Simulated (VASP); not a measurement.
# ScIn3N2 (P-3m1) in VASP: single point with PBE

Aim: the single point of ScIn3N2 with PBE.

Everything below comes from runs of VASP 6.6.1. Logs are shortened: lines on timing, memory, paths and dates and some standing lists are left out, and cuts for length are marked.

### 1 The cell of the first run

Symmetry: P-3m1, No. 164, trigonal system. Conventional cell: a = 3.305 Å, b = 3.305 Å, c = 11.317 Å, α = 90.00°, β = 90.00°, γ = 120.00°. Within 3.0 Å of Sc (site symmetry -3m) lie 6 N at 2.27 Å. In (site symmetry 3m) has 3 N at 2.38 Å within 3.1 Å. In (site symmetry -3m) has 12 In at 3.31 to 3.56 Å within 4.3 Å. N (site symmetry 3m) has 3 Sc at 2.27 Å and 3 In at 2.38 Å and 9 N at 3.11 to 3.31 Å within 3.4 Å.

### 2 Single point, PBE

File INCAR:

```
PREC = Accurate
ENCUT = 520
EDIFF = 1E-6
ISMEAR = 0
SIGMA = 0.2
LREAL = F
LASPH = T
NELM = 100
ALGO = Normal
ISIF = 2
LWAVE = F
LCHARG = T
GGA = PE
LELF = T
LVHAR = T
NBANDS = 72
```

File KPOINTS:

```
regular mesh
0
Gamma
  6 4 2
```

File POSCAR:

```
ScIn3N2
1.0
    1.6527430421     -2.8626349208      0.0000000000
   -4.9582291263     -2.8626349208      0.0000000000
    0.0000000000      0.0000000000    -11.3168400842
Sc In N
2 6 4
Direct
    0.5000000000      0.5000000000      1.0000000000
    0.0000000000      0.0000000000      0.0000000000
    0.0000000000      0.6666666667      0.7655414524
    0.5000000000      0.1666666667      0.7655414524
    0.5000000000      0.8333333333      0.2344585476
    0.0000000000      0.3333333333      0.2344585476
    0.5000000000      0.5000000000      0.5000000000
    0.0000000000      0.0000000000      0.5000000000
    0.0000000000      0.6666666667      0.1085151999
    0.5000000000      0.1666666667      0.1085151999
    0.5000000000      0.8333333333      0.8914848001
    0.0000000000      0.3333333333      0.8914848001
```

Potentials or basis: VASP PAW PBE potentials, release 64 (Sc_sv, In_d, N).

The run is started by

```console
$ cat potpaw_PBE.64/Sc_sv/POTCAR potpaw_PBE.64/In_d/POTCAR potpaw_PBE.64/N/POTCAR > POTCAR
$ mpirun -np 1 vasp_std > vasp.out
```

OUTCAR:

```text
PREC = Accurate
   ENCUT = 520
   EDIFF = 1E-6
   ISMEAR = 0
   LREAL = F
   LASPH = T
   NELM = 100
   ISIF = 2
   GGA = PE

 ion  position               nearest neighbor table
   1  0.500  0.500  0.000-  10 2.27  11 2.27  12 2.27   9 2.27   9 2.27  12 2.27   4 3.27   5 3.27
                             6 3.27   3 3.27   3 3.27   6 3.27   2 3.31   2 3.31   2 3.31   2 3.31
   2  0.000  0.000  0.000-   9 2.27  12 2.27  11 2.27  10 2.27  10 2.27  11 2.27   3 3.27   6 3.27
                             5 3.27   4 3.27   4 3.27   5 3.27   1 3.31   1 3.31   1 3.31   1 3.31
   3  0.000  0.667  0.766-  11 2.38  11 2.38  12 2.38   2 3.27   1 3.27   1 3.27   4 3.31   4 3.31
                             4 3.31   4 3.31   8 3.56   7 3.56   7 3.56
   4  0.500  0.167  0.766-  12 2.38  12 2.38  11 2.38   1 3.27   2 3.27   2 3.27   3 3.31   3 3.31
                             3 3.31   3 3.31   7 3.56   8 3.56   8 3.56
   5  0.500  0.833  0.234-   9 2.38   9 2.38  10 2.38   1 3.27   2 3.27   2 3.27   6 3.31   6 3.31
                             6 3.31   6 3.31   7 3.56   8 3.56   8 3.56
   6  0.000  0.333  0.234-  10 2.38  10 2.38   9 2.38   2 3.27   1 3.27   1 3.27   5 3.31   5 3.31
                             5 3.31   5 3.31   8 3.56   7 3.56   7 3.56
   7  0.500  0.500  0.500-   8 3.31   8 3.31   8 3.31   8 3.31   4 3.56   5 3.56   6 3.56   3 3.56
                             3 3.56   6 3.56
   8  0.000  0.000  0.500-   7 3.31   7 3.31   7 3.31   7 3.31   3 3.56   6 3.56   5 3.56   4 3.56
                             4 3.56   5 3.56
   9  0.000  0.667  0.109-   2 2.27   1 2.27   1 2.27   5 2.38   5 2.38   6 2.38
  10  0.500  0.167  0.109-   1 2.27   2 2.27   2 2.27   6 2.38   6 2.38   5 2.38
  11  0.500  0.833  0.891-   1 2.27   2 2.27   2 2.27   3 2.38   3 2.38   4 2.38
  12  0.000  0.333  0.891-   2 2.27   1 2.27   1 2.27   4 2.38   4 2.38   3 2.38

  LATTYP: Found a simple orthorhombic cell.
 ALAT       =     3.3054860842
 B/A-ratio  =     1.7320508076
 C/A-ratio  =     3.4236538276

  Lattice vectors:

 A1 = (   1.6527430421,  -2.8626349208,   0.0000000000)
 A2 = (  -4.9582291263,  -2.8626349208,   0.0000000000)
 A3 = (   0.0000000000,   0.0000000000, -11.3168400842)

Analysis of symmetry for initial positions (statically):
=====================================================================
 Subroutine PRICEL returns following result:

  LATTYP: Found a hexagonal cell.
 ALAT       =     3.3054860842
 C/A-ratio  =     3.4236538276

  Lattice vectors:

 A1 = (  -1.6527430421,   2.8626349208,   0.0000000000)
 A2 = (   3.3054860842,   0.0000000000,   0.0000000000)
 A3 = (   0.0000000000,   0.0000000000, -11.3168400842)

   2 primitive cells build up your supercell.

 Routine SETGRP: Setting up the symmetry group for a
 simple orthorhombic supercell.

 Subroutine GETGRP returns: Found  4 space group operations
 (whereof  4 operations were pure point group operations)
 out of a pool of  8 trial point group operations.

The static configuration has the point symmetry C_2h.

Analysis of symmetry for dynamics (positions and initial velocities):
=====================================================================
 Subroutine PRICEL returns following result:

  LATTYP: Found a hexagonal cell.
 ALAT       =     3.3054860842
 C/A-ratio  =     3.4236538276

  Lattice vectors:

 A1 = (  -1.6527430421,   2.8626349208,   0.0000000000)
 A2 = (   3.3054860842,   0.0000000000,   0.0000000000)
 A3 = (   0.0000000000,   0.0000000000, -11.3168400842)

   2 primitive cells build up your supercell.

 Routine SETGRP: Setting up the symmetry group for a
 simple orthorhombic supercell.

 Subroutine GETGRP returns: Found  4 space group operations
 (whereof  4 operations were pure point group operations)
 out of a pool of  8 trial point group operations.

The dynamic configuration has the point symmetry C_2h.

 Subroutine INISYM returns: Found  4 space group operations
 (whereof  4 operations are pure point group operations),
 and found     2 'primitive' translations

----------------------------------------------------------------------------------------

                                     Primitive cell

  volume of cell :     107.0845

[... 31 lines left out ...]
 generate k-points for:    6    4    2

 Generating k-lattice:

  Cartesian coordinates                     Fractional coordinates (reciprocal lattice)
     0.025210614 -0.043666064  0.000000000     0.166666667 -0.000000000  0.000000000
    -0.037815921 -0.021833032  0.000000000     0.000000000  0.250000000  0.000000000
     0.000000000  0.000000000 -0.044181944     0.000000000  0.000000000  0.500000000

  Length of vectors
     0.050421228  0.043666064  0.044181944

  Shift w.r.t. Gamma in fractional coordinates (k-lattice)
     0.000000000  0.000000000  0.000000000

 Subroutine IBZKPT returns following result:
 ===========================================

 Found     24 irreducible k-points:

 Following reciprocal coordinates:
            Coordinates               Weight
  0.000000  0.000000  0.000000      1.000000
  0.166667 -0.000000  0.000000      2.000000
  0.333333 -0.000000  0.000000      2.000000
  0.500000  0.000000  0.000000      1.000000
  0.000000  0.250000  0.000000      2.000000
  0.166667  0.250000  0.000000      4.000000
[... 16 lines left out ...]
  0.333333  0.500000  0.500000      2.000000
  0.500000  0.500000  0.500000      1.000000
   k-points           NKPTS =     24   k-points in BZ     NKDIM =     24   number of bands    NBANDS=     72
   number of dos      NEDOS =    301   number of ions     NIONS =     12
   total plane-waves  NPLWV = 112896
   dimension x,y,z NGX =    28 NGY =   48 NGZ =   84
   dimension x,y,z NGXF=    56 NGYF=   96 NGZF=  168
   ions per type =               2   6   4
   NGX,Y,Z   is equivalent  to a cutoff of  14.08, 13.94, 12.34 a.u.
   NGXF,Y,Z  is equivalent  to a cutoff of  28.16, 27.88, 24.68 a.u.
 SYSTEM =  unknown system
   PREC   = accura    normal or accurate (medium, high low for compatibility)
   ISTART =      0    job   : 0-new  1-cont  2-samecut
   ICHARG =      2    charge: 1-file 2-atom 10-const
   ISPIN  =      1    spin polarized calculation?
   LNONCOLLINEAR =      F non collinear calculations
   LSORBIT =      F    spin-orbit coupling
   LASPH  =      T    aspherical Exc in radial PAW
   ENCUT  =  520.0 eV  38.22 Ry    6.18 a.u.   6.15 10.65 21.04*2*pi/ulx,y,z
   NELM   =    100;   NELMIN=  2; NELMDL= -5     # of ELM steps
   EDIFF  = 0.1E-05   stopping-criterion for ELM
   LREAL  =      F    real-space projection
   EDIFFG = 0.1E-04   stopping-criterion for IOM
   NSW    =      0    number of steps for IOM
   IBRION =     -1    ionic relax: 0-MD 1-quasi-New 2-CG
   NFREE  =      0    steps in history (QN), initial steepest desc. (CG)
   ISIF   =      2    stress and relaxation
   ISYM   =      2    0-nonsym 1-usesym 2-fastsym
   POTIM  = 0.5000    time-step for ionic-motion
   TEBEG  =    0.0;   TEEND  =   0.0 temperature during run
   PSTRESS=    0.0 pullay stress
   NELECT =     120.0000    total number of electrons
   NUPDOWN=      -1.0000    fix difference up-down
   EMIN   =  10.00;   EMAX   =-10.00  energy-range for DOS
   EFERMI =   0.00;   METHOD = LEGACY
   ISMEAR =     0;   SIGMA  =   0.20  broadening in eV -4-tet -1-fermi 0-gaus
   EFERMI_NEDOS =   21; number of points for ismear=-14 and -15
   IALGO  =     38    algorithm
   IMIX   =      4    mixing-type and parameters
     AMIX     =   0.40;   BMIX     =  1.00
     AMIX_MAG =   1.60;   BMIX_MAG =  1.00
  volume/ion in A,a.u.               =      17.85       120.44
  Fermi-wavevector in a.u.,A,eV,Ry     =   1.349635  2.550441 24.783221  1.821515
  Thomas-Fermi vector in A             =   2.477206
   LORBIT       =      0    0 simple, 1 ext, 2 COOP (PROOUT), +10 PAW based schemes
   GGA     = PE    functional components
   LHFCALC =     F    Hartree Fock is set to
   AEXX    =    0.0000 exact exchange contribution
   IVDW    =     0    specifies the selected vdW correction
   LEPSILON=     F    determine dielectric tensor
   LRPA    =     F    only Hartree local field effects (RPA)
 non-spin polarized calculation
 Gauss-broadening in eV      SIGMA  =   0.20
  energy-cutoff  :      520.00
  volume of cell :      214.17
 maximum number of plane-waves:      5808
 NGX is ok and might be reduce to    28
   NGX = 13   NGY = 21   NGZ = 43

 number of electron     120.0000022 magnetization

 Free energy of the ion-electron system (eV)
  ---------------------------------------------------
  ext. energy  EPLUGINS =         0.00000000
  ---------------------------------------------------
  free energy    TOTEN  =       -66.13874204 eV

  energy without entropy =      -66.05746760  energy(sigma->0) =      -66.09810482

 E-fermi :   7.0781     XC(G=0): -10.7473

 val. band max:        7.0633220196   @ k =   0.1667   0.2500   0.0000
 cond. band min:       7.1281537486   @ k =   0.1667  -0.0000   0.5000
 fundamental gap:      0.0648317291
 Fermi energy:         7.0781288059

 k-point     1 :       0.0000    0.0000    0.0000
  band No.  band energies     occupation
      1     -41.9858      2.00000
      2     -41.9464      2.00000
      3     -20.8063      2.00000
      4     -20.7645      2.00000
      5     -20.6754      2.00000
      6     -20.5212      2.00000
[... 1789 lines left out ...]
     71      11.0816      0.00000
     72      11.0817      0.00000

------------------------ aborting loop because EDIFF is reached ----------------------------------------

  FORCE on cell =-STRESS in cart. coord.  units (eV):
  Direction    XX          YY          ZZ          XY          YZ          ZX
  --------------------------------------------------------------------------------------
  -------------------------------------------------------------------------------------
  Total        0.2916208      0.3556260      0.0637211     -0.0554301     -0.0996293     -0.1725629
  in kB        2.1815872      2.6604039      0.4766917     -0.4146674     -0.7453172     -1.2909263
  external PRESSURE =       1.7728943 kB  Pullay stress =       0.0000000 kB

 VOLUME and BASIS-vectors are now :
 -----------------------------------------------------------------------------
  energy-cutoff  :      520.00
  volume of cell :      214.17
      direct lattice vectors                 reciprocal lattice vectors
     1.652743042 -2.862634921  0.000000000     0.151263683 -0.261996385  0.000000000
    -4.958229126 -2.862634921  0.000000000    -0.151263683 -0.087332128  0.000000000
     0.000000000  0.000000000-11.316840084     0.000000000  0.000000000 -0.088363889

 POSITION                                       TOTAL-FORCE (eV/Angst)
 -----------------------------------------------------------------------------------
     -1.65274     -2.86263      0.00000        -0.000000     -0.000000     -0.000000
      0.00000      0.00000      0.00000        -0.000000     -0.000000     -0.000000
     -3.30549     -1.90842     -8.66351         0.017868      0.010316      0.044637
     -0.00000     -1.90842     -8.66351         0.017868      0.010316      0.044637
     -3.30549     -3.81685     -2.65333        -0.017868     -0.010316     -0.044637
     -1.65274     -0.95421     -2.65333        -0.017868     -0.010316     -0.044637
     -1.65274     -2.86263     -5.65842        -0.000000     -0.000000     -0.000000
      0.00000      0.00000     -5.65842        -0.000000     -0.000000     -0.000000
     -3.30549     -1.90842     -1.22805         0.004078      0.002354     -0.016347
     -0.00000     -1.90842     -1.22805         0.004078      0.002354     -0.016347
     -3.30549     -3.81685    -10.08879        -0.004078     -0.002354      0.016347
     -1.65274     -0.95421    -10.08879        -0.004078     -0.002354      0.016347
 -----------------------------------------------------------------------------------
    total drift:                               -0.000000     -0.000000     -0.000000

  FREE ENERGIE OF THE ION-ELECTRON SYSTEM (eV)
  ---------------------------------------------------
  free  energy   TOTEN  =       -66.1387420376 eV

  energy  without entropy=      -66.0574676034  energy(sigma->0) =      -66.09810482
```

Wall time 19 min (1 thread of Intel Xeon 8259CL, shared host); peak memory 0.51 GiB.

Results:

| Property | Result |
| --- | --- |
| Free energy | -66.1387 eV |
| Pressure | 0.2 GPa |
| Largest force | 0.049 eV/Å |
| Band gap on the k mesh | zero (bands 60 and 61 overlap by 0.33 eV) |

Forces in eV/Å, atoms in the order of the input:
```
Sc   0.000  0.000  0.000
Sc   0.000  0.000  0.000
In   0.018  0.010  0.045
In   0.018  0.010  0.045
In  -0.018 -0.010 -0.045
In  -0.018 -0.010 -0.045
In   0.000  0.000  0.000
In   0.000  0.000  0.000
N    0.004  0.002 -0.016
N    0.004  0.002 -0.016
N   -0.004 -0.002  0.016
N   -0.004 -0.002  0.016
```

Levels at points of the mesh, in eV from the Fermi level:
```csv
k point,band 57,band 58,band 59,band 60,band 61,band 62,band 63,band 64
"(0.00, 0.00, 0.00)",-1.90,-0.89,-0.89,-0.67,-0.34,1.63,1.74,2.20
"(0.50, 0.00, 0.00)",-1.26,-1.26,-0.08,-0.08,0.78,0.78,1.31,1.31
"(0.00, 0.50, 0.00)",-1.25,-1.25,-0.69,-0.69,2.03,2.03,2.28,2.28
"(0.50, 0.50, 0.00)",-1.91,-1.91,-0.67,-0.67,-0.35,-0.35,1.63,1.63
"(0.00, 0.00, 0.50)",-0.89,-0.89,-0.40,-0.15,0.16,1.09,1.34,1.61
"(0.50, 0.00, 0.50)",-0.97,-0.97,-0.23,-0.23,0.71,0.71,1.29,1.29
"(0.00, 0.50, 0.50)",-1.59,-1.59,-0.45,-0.45,2.09,2.09,2.51,2.51
"(0.50, 0.50, 0.50)",-1.90,-1.90,-0.40,-0.40,0.16,0.16,1.35,1.35
```

Caveat: spin-orbit coupling is left out, which moves the levels of the heavy elements.

The gap in the log of VASP goes by the Fermi energy; the results here count the filled bands.